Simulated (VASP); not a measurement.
A run of VASP 6.6.1 is set up as follows.

The input INCAR:

```
PREC = Accurate
ENCUT = 520
EDIFF = 1E-6
ISMEAR = 1
SIGMA = 0.2007
LREAL = False
LASPH = True
NELM = 80
ALGO = Normal
ISIF = 2
LWAVE = False
LCHARG = True
GGA = PE
LELF = True
LVHAR = True
NBANDS = 36
```

File KPOINTS:

```
Automatic mesh
0
Gamma
  8 8 8
```

File POSCAR:

```
Y3Zn2
1.0
    5.1906440000      0.0000000000      0.0000000000
   -2.5953220000      4.4952310000      0.0000000000
   -2.5953220000      1.4984100000      5.3713870000
Y Zn
3 2
Direct
    0.0000000000      0.0000000000      0.0000000000
    0.3990000000      0.6010000000      0.1970000000
    0.6010000000      0.3990000000      0.8030000000
    0.7946000000      0.2054000000      0.3838000000
    0.2054000000      0.7946000000      0.6162000000
```

Potentials or basis: VASP PAW PBE potentials, release 64 (Y_sv, Zn).

The run is started by

```console
$ cat potpaw_PBE.64/Y_sv/POTCAR potpaw_PBE.64/Zn/POTCAR > POTCAR
$ mpirun -np 1 vasp_std > vasp.out
```

Estimate the largest force.

0.196 eV/Å.

Estimate the band gap on the k mesh.

zero (an odd number of electrons rules out a gap without spin polarisation).

Predict the pressure.

-0.6 GPa.

Stress tensor (GPa, compression positive):
```
-0.31  0.00  0.00
 0.00 -0.31  0.00
 0.00  0.00 -1.26
```
